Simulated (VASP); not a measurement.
# In5GaP6 (P4/mmm) in VASP: further runs

In5GaP6 is run at these levels: PBE; tasks: single point, relaxation of cell and atoms.

Program: VASP 6.6.1. These are calculated values, not measurements. Logs are shortened: lines on timing, memory, paths and dates and some standing lists are left out, and cuts for length are marked.

**1. The cell of the first run**

It takes space group P4/mmm (No. 123, tetragonal). Conventional cell: a = 3.918 Å, b = 3.918 Å, c = 16.168 Å, α = 90.00°, β = 90.00°, γ = 90.00°. In (site symmetry 4mm) has 6 P at 2.74 to 2.90 Å within 3.6 Å. In (site symmetry 4mm) has 6 P at 2.62 to 2.78 Å within 3.5 Å. In (site symmetry 4/mmm) has 6 P at 2.77 Å within 3.7 Å. Within 3.2 Å of Ga (site symmetry 4/mmm) lie 6 P at 2.45 to 2.77 Å. Within 3.2 Å of P (site symmetry 4mm) lie 1 Ga at 2.45 Å and 5 In at 2.78 to 2.90 Å. P (site symmetry 4/mmm) has 2 In at 2.62 Å and 4 Ga at 2.77 Å within 3.5 Å. P (site symmetry 4mm) has 6 In at 2.70 to 2.77 Å within 3.6 Å. P (site symmetry 4/mmm) has 6 In at 2.74 to 2.77 Å within 3.6 Å.

**2. Single point, PBE**

INCAR reads:

```
ALGO = Normal ; EDIFF = 1E-7
ENCUT = 520 ; GGA = PE
ISIF = 2 ; ISMEAR = 0
LASPH = T ; LCHARG = F
LREAL = F ; LWAVE = F
NBANDS = 66 ; NELM = 100
PREC = Accurate ; SIGMA = 0.1
```

KPOINTS reads:

```
k-points
0
Gamma
  4 4 1
```

POSCAR reads:

```
In5GaP6
1.0
    3.9175816390      0.0000000000      0.0000000000
    0.0000000000      3.9175816390      0.0000000000
    0.0000000000      0.0000000000     16.1676741140
In Ga P
5 1 6
Direct
    0.0000000000      0.0000000000      0.6694530374
    0.5000000000      0.5000000000      0.8382303870
    0.5000000000      0.5000000000      0.1617696130
    0.0000000000      0.0000000000      0.3305469626
    0.5000000000      0.5000000000      0.5000000000
    0.0000000000      0.0000000000      0.0000000000
    0.0000000000      0.0000000000      0.8486247644
    0.5000000000      0.5000000000      0.0000000000
    0.0000000000      0.0000000000      0.1513752356
    0.5000000000      0.5000000000      0.3284854639
    0.0000000000      0.0000000000      0.5000000000
    0.5000000000      0.5000000000      0.6715145361
```

Potentials or basis: VASP PAW PBE potentials, release 64 (In_d, Ga_d, P).

Started as:

```
$ cat potpaw_PBE.64/In_d/POTCAR potpaw_PBE.64/Ga_d/POTCAR potpaw_PBE.64/P/POTCAR > POTCAR
$ mpirun -np 1 vasp_std > vasp.out
```

OUTCAR:

```text
EDIFF = 1E-7
   ENCUT = 520
   GGA = PE
   ISIF = 2
   ISMEAR = 0
   LASPH = T
   LREAL = F
   NELM = 100
   PREC = Accurate

 ion  position               nearest neighbor table
   1  0.000  0.000  0.669-  11 2.74  12 2.77  12 2.77  12 2.77  12 2.77   7 2.90   2 3.89   2 3.89
                             2 3.89   2 3.89   5 3.90   5 3.90   5 3.90   5 3.90
   2  0.500  0.500  0.838-   8 2.62  12 2.70   7 2.78   7 2.78   7 2.78   7 2.78   1 3.89   1 3.89
                             1 3.89   1 3.89
   3  0.500  0.500  0.162-   8 2.62  10 2.70   9 2.78   9 2.78   9 2.78   9 2.78   4 3.89   4 3.89
                             4 3.89   4 3.89
   4  0.000  0.000  0.331-  11 2.74  10 2.77  10 2.77  10 2.77  10 2.77   9 2.90   3 3.89   3 3.89
                             3 3.89   3 3.89   5 3.90   5 3.90   5 3.90   5 3.90
   5  0.500  0.500  0.500-  11 2.77  11 2.77  11 2.77  11 2.77  12 2.77  10 2.77   4 3.90   4 3.90
                             1 3.90   4 3.90   1 3.90   1 3.90   4 3.90   1 3.90
   6  0.000  0.000  0.000-   7 2.45   9 2.45   8 2.77   8 2.77   8 2.77   8 2.77
   7  0.000  0.000  0.849-   6 2.45   2 2.78   2 2.78   2 2.78   2 2.78   1 2.90
   8  0.500  0.500  0.000-   2 2.62   3 2.62   6 2.77   6 2.77   6 2.77   6 2.77
   9  0.000  0.000  0.151-   6 2.45   3 2.78   3 2.78   3 2.78   3 2.78   4 2.90
  10  0.500  0.500  0.328-   3 2.70   4 2.77   4 2.77   4 2.77   4 2.77   5 2.77
  11  0.000  0.000  0.500-   1 2.74   4 2.74   5 2.77   5 2.77   5 2.77   5 2.77
  12  0.500  0.500  0.672-   2 2.70   1 2.77   1 2.77   1 2.77   1 2.77   5 2.77

  LATTYP: Found a simple tetragonal cell.
 ALAT       =     3.9175816390
 C/A-ratio  =     4.1269526978

  Lattice vectors:

 A1 = (   3.9175816390,   0.0000000000,   0.0000000000)
 A2 = (   0.0000000000,   3.9175816390,   0.0000000000)
 A3 = (   0.0000000000,   0.0000000000,  16.1676741140)

Analysis of symmetry for initial positions (statically):
=====================================================================
 Subroutine PRICEL returns:
 Original cell was already a primitive cell.

 Routine SETGRP: Setting up the symmetry group for a
 simple tetragonal supercell.

 Subroutine GETGRP returns: Found 16 space group operations
 (whereof 16 operations were pure point group operations)
 out of a pool of 16 trial point group operations.

The static configuration has the point symmetry D_4h.

Analysis of symmetry for dynamics (positions and initial velocities):
=====================================================================
 Subroutine PRICEL returns:
 Original cell was already a primitive cell.

 Routine SETGRP: Setting up the symmetry group for a
 simple tetragonal supercell.

 Subroutine GETGRP returns: Found 16 space group operations
 (whereof 16 operations were pure point group operations)
 out of a pool of 16 trial point group operations.

The dynamic configuration has the point symmetry D_4h.

 Subroutine INISYM returns: Found 16 space group operations
 (whereof 16 operations are pure point group operations),
 and found     1 'primitive' translations

----------------------------------------------------------------------------------------

                                     Primitive cell

  volume of cell :     248.1325

  direct lattice vectors                    reciprocal lattice vectors
     3.917581639  0.000000000  0.000000000     0.255259518  0.000000000  0.000000000
     0.000000000  3.917581639  0.000000000     0.000000000  0.255259518  0.000000000
     0.000000000  0.000000000 16.167674114     0.000000000  0.000000000  0.061851816

  length of vectors
     3.917581639  3.917581639 16.167674114     0.255259518  0.255259518  0.061851816

  position of ions in fractional coordinates (direct lattice)
     0.000000000  0.000000000  0.669453037
     0.500000000  0.500000000  0.838230387
     0.500000000  0.500000000  0.161769613
     0.000000000  0.000000000  0.330546963
     0.500000000  0.500000000  0.500000000
     0.000000000  0.000000000  0.000000000
     0.000000000  0.000000000  0.848624764
     0.500000000  0.500000000  0.000000000
     0.000000000  0.000000000  0.151375236
     0.500000000  0.500000000  0.328485464
     0.000000000  0.000000000  0.500000000
     0.500000000  0.500000000  0.671514536

  ion indices of the primitive-cell ions
   primitive index   ion index
                 1           1
                 2           2
                 3           3
                 4           4
                 5           5
                 6           6
                 7           7
                 8           8
                 9           9
                10          10
                11          11
                12          12

----------------------------------------------------------------------------------------

 KPOINTS: k-points

Automatic generation of k-mesh.
 Grid dimensions read from file:
 generate k-points for:    4    4    1

 Generating k-lattice:

  Cartesian coordinates                     Fractional coordinates (reciprocal lattice)
     0.063814879  0.000000000  0.000000000     0.250000000  0.000000000  0.000000000
     0.000000000  0.063814879  0.000000000     0.000000000  0.250000000  0.000000000
     0.000000000  0.000000000  0.061851816     0.000000000  0.000000000  1.000000000

  Length of vectors
     0.063814879  0.063814879  0.061851816

  Shift w.r.t. Gamma in fractional coordinates (k-lattice)
     0.000000000  0.000000000  0.000000000

 Subroutine IBZKPT returns following result:
 ===========================================

 Found      6 irreducible k-points:

 Following reciprocal coordinates:
            Coordinates               Weight
  0.000000  0.000000  0.000000      1.000000
  0.250000  0.000000  0.000000      4.000000
  0.500000  0.000000  0.000000      2.000000
  0.250000  0.250000  0.000000      4.000000
  0.500000  0.250000  0.000000      4.000000
  0.500000  0.500000  0.000000      1.000000
   k-points           NKPTS =      6   k-points in BZ     NKDIM =      6   number of bands    NBANDS=     66
   number of dos      NEDOS =    301   number of ions     NIONS =     12
   total plane-waves  NPLWV = 108000
   dimension x,y,z NGX =    30 NGY =   30 NGZ =  120
   dimension x,y,z NGXF=    60 NGYF=   60 NGZF=  240
   ions per type =               5   1   6
   NGX,Y,Z   is equivalent  to a cutoff of  12.73, 12.73, 12.34 a.u.
   NGXF,Y,Z  is equivalent  to a cutoff of  25.46, 25.46, 24.68 a.u.
 SYSTEM =  unknown system
   PREC   = accura    normal or accurate (medium, high low for compatibility)
   ISTART =      0    job   : 0-new  1-cont  2-samecut
   ICHARG =      2    charge: 1-file 2-atom 10-const
   ISPIN  =      1    spin polarized calculation?
   LNONCOLLINEAR =      F non collinear calculations
   LSORBIT =      F    spin-orbit coupling
   LASPH  =      T    aspherical Exc in radial PAW
   ENCUT  =  520.0 eV  38.22 Ry    6.18 a.u.   7.28  7.28 30.06*2*pi/ulx,y,z
   NELM   =    100;   NELMIN=  2; NELMDL= -5     # of ELM steps
   EDIFF  = 0.1E-06   stopping-criterion for ELM
   LREAL  =      F    real-space projection
   EDIFFG = 0.1E-05   stopping-criterion for IOM
   NSW    =      0    number of steps for IOM
   IBRION =     -1    ionic relax: 0-MD 1-quasi-New 2-CG
   NFREE  =      0    steps in history (QN), initial steepest desc. (CG)
   ISIF   =      2    stress and relaxation
   ISYM   =      2    0-nonsym 1-usesym 2-fastsym
   POTIM  = 0.5000    time-step for ionic-motion
   TEBEG  =    0.0;   TEEND  =   0.0 temperature during run
   PSTRESS=    0.0 pullay stress
   NELECT =     108.0000    total number of electrons
   NUPDOWN=      -1.0000    fix difference up-down
   EMIN   =  10.00;   EMAX   =-10.00  energy-range for DOS
   EFERMI =   0.00;   METHOD = LEGACY
   ISMEAR =     0;   SIGMA  =   0.10  broadening in eV -4-tet -1-fermi 0-gaus
   EFERMI_NEDOS =   21; number of points for ismear=-14 and -15
   IALGO  =     38    algorithm
   IMIX   =      4    mixing-type and parameters
     AMIX     =   0.40;   BMIX     =  1.00
     AMIX_MAG =   1.60;   BMIX_MAG =  1.00
  volume/ion in A,a.u.               =      20.68       139.54
  Fermi-wavevector in a.u.,A,eV,Ry     =   1.240666  2.344519 20.942795  1.539252
  Thomas-Fermi vector in A             =   2.375097
   LORBIT       =      0    0 simple, 1 ext, 2 COOP (PROOUT), +10 PAW based schemes
   GGA     = PE    functional components
   LHFCALC =     F    Hartree Fock is set to
   AEXX    =    0.0000 exact exchange contribution
   IVDW    =     0    specifies the selected vdW correction
   LEPSILON=     F    determine dielectric tensor
   LRPA    =     F    only Hartree local field effects (RPA)
 non-spin polarized calculation
 Gauss-broadening in eV      SIGMA  =   0.10
  energy-cutoff  :      520.00
  volume of cell :      248.13
 maximum number of plane-waves:      6701
 NGX is ok and might be reduce to    30
   NGX = 15   NGY = 15   NGZ = 61

 number of electron     108.0000012 magnetization

 Free energy of the ion-electron system (eV)
  ---------------------------------------------------
  ext. energy  EPLUGINS =         0.00000000
  ---------------------------------------------------
  free energy    TOTEN  =       -47.26992831 eV

  energy without entropy =      -47.24487035  energy(sigma->0) =      -47.25739933

 E-fermi :   6.9950     XC(G=0): -10.4430

 val. band max:        6.9434971883   @ k =   0.5000   0.0000   0.0000
 cond. band min:       7.0917193909   @ k =   0.2500   0.0000   0.0000
 fundamental gap:      0.1482222026
 Fermi energy:         6.9949813673

 k-point     1 :       0.0000    0.0000    0.0000
  band No.  band energies     occupation
      1      -7.7839      2.00000
      2      -7.7221      2.00000
      3      -7.6773      2.00000
      4      -7.6420      2.00000
      5      -7.6392      2.00000
      6      -7.5873      2.00000
[... 58 lines left out ...]
     65      12.0152      0.00000
     66      12.4754      0.00000

 k-point     2 :       0.2500    0.0000    0.0000
  band No.  band energies     occupation
      1      -7.7299      2.00000
      2      -7.6843      2.00000
      3      -7.6489      2.00000
      4      -7.6326      2.00000
      5      -7.6264      2.00000
      6      -7.5932      2.00000
[... 58 lines left out ...]
     65      11.8868      0.00000
     66      11.9112      0.00000

 k-point     3 :       0.5000    0.0000    0.0000
  band No.  band energies     occupation
      1      -7.6991      2.00000
      2      -7.6585      2.00000
      3      -7.6232      2.00000
      4      -7.6014      2.00000
      5      -7.5991      2.00000
      6      -7.5883      2.00000
[... 58 lines left out ...]
     65      10.4930      0.00000
     66      10.5057      0.00000

 k-point     4 :       0.2500    0.2500    0.0000
  band No.  band energies     occupation
      1      -7.7241      2.00000
      2      -7.6793      2.00000
      3      -7.6707      2.00000
      4      -7.6249      2.00000
      5      -7.6226      2.00000
      6      -7.6040      2.00000
[... 58 lines left out ...]
     65      11.4049      0.00000
     66      11.6684      0.00000

 k-point     5 :       0.5000    0.2500    0.0000
  band No.  band energies     occupation
      1      -7.7178      2.00000
      2      -7.7081      2.00000
      3      -7.6856      2.00000
      4      -7.6654      2.00000
      5      -7.6642      2.00000
      6      -7.6126      2.00000
[... 58 lines left out ...]
     65      12.1616      0.00000
     66      12.3066      0.00000

 k-point     6 :       0.5000    0.5000    0.0000
  band No.  band energies     occupation
      1      -7.7969      2.00000
      2      -7.7629      2.00000
      3      -7.7528      2.00000
      4      -7.7225      2.00000
      5      -7.7221      2.00000
      6      -7.6014      2.00000
[... 58 lines left out ...]
     65      12.4202      0.00000
     66      12.4212      0.00000

------------------------ aborting loop because EDIFF is reached ----------------------------------------

  FORCE on cell =-STRESS in cart. coord.  units (eV):
  Direction    XX          YY          ZZ          XY          YZ          ZX
  --------------------------------------------------------------------------------------
  -------------------------------------------------------------------------------------
  Total       -0.0411140     -0.0411140     -0.1185279      0.0000000      0.0000000      0.0000000
  in kB       -0.2654707     -0.2654707     -0.7653281      0.0000000      0.0000000      0.0000000
  external PRESSURE =      -0.4320898 kB  Pullay stress =       0.0000000 kB

 VOLUME and BASIS-vectors are now :
 -----------------------------------------------------------------------------
  energy-cutoff  :      520.00
  volume of cell :      248.13
      direct lattice vectors                 reciprocal lattice vectors
     3.917581639  0.000000000  0.000000000     0.255259518  0.000000000  0.000000000
     0.000000000  3.917581639  0.000000000     0.000000000  0.255259518  0.000000000
     0.000000000  0.000000000 16.167674114     0.000000000  0.000000000  0.061851816

 POSITION                                       TOTAL-FORCE (eV/Angst)
 -----------------------------------------------------------------------------------
      0.00000      0.00000     10.82350        -0.000000      0.000000      0.007323
      1.95879      1.95879     13.55224        -0.000000      0.000000     -0.008264
      1.95879      1.95879      2.61544        -0.000000      0.000000      0.008264
      0.00000      0.00000      5.34418        -0.000000      0.000000     -0.007323
      1.95879      1.95879      8.08384        -0.000000      0.000000      0.000000
      0.00000      0.00000      0.00000        -0.000000      0.000000      0.000000
      0.00000      0.00000     13.72029         0.000000     -0.000000     -0.018749
      1.95879      1.95879      0.00000        -0.000000      0.000000      0.000000
      0.00000      0.00000      2.44739        -0.000000      0.000000      0.018749
      1.95879      1.95879      5.31085        -0.000000     -0.000000     -0.031324
      0.00000      0.00000      8.08384        -0.000000      0.000000      0.000000
      1.95879      1.95879     10.85683        -0.000000      0.000000      0.031324
 -----------------------------------------------------------------------------------
    total drift:                                0.000000      0.000000      0.000000

  FREE ENERGIE OF THE ION-ELECTRON SYSTEM (eV)
  ---------------------------------------------------
  free  energy   TOTEN  =       -47.2699283122 eV

  energy  without entropy=      -47.2448703537  energy(sigma->0) =      -47.25739933
```

Wall time 89 s (1 thread of AMD EPYC 9R45 (Zen 5), shared host); peak memory 0.32 GiB.

Results:

- Free energy: -47.2699 eV
- Pressure: 0.0 GPa
- Largest force: 0.031 eV/Å
- Band gap on the k mesh: zero (bands 54 and 55 overlap by 2.20 eV)

Forces on the atoms (eV/Å):
```
In   0.000  0.000  0.007
In   0.000  0.000 -0.008
In   0.000  0.000  0.008
In   0.000  0.000 -0.007
In   0.000  0.000  0.000
Ga   0.000  0.000  0.000
P    0.000  0.000 -0.019
P    0.000  0.000  0.000
P    0.000  0.000  0.019
P    0.000  0.000 -0.031
P    0.000  0.000  0.000
P    0.000  0.000  0.031
```

Caveat: the k points lie up to 0.40 Å⁻¹ apart, too coarse for converged energies and pressures of a metal; spin-orbit coupling is left out, which moves the levels of the heavy elements.

(Continued in part 2 of 2.)
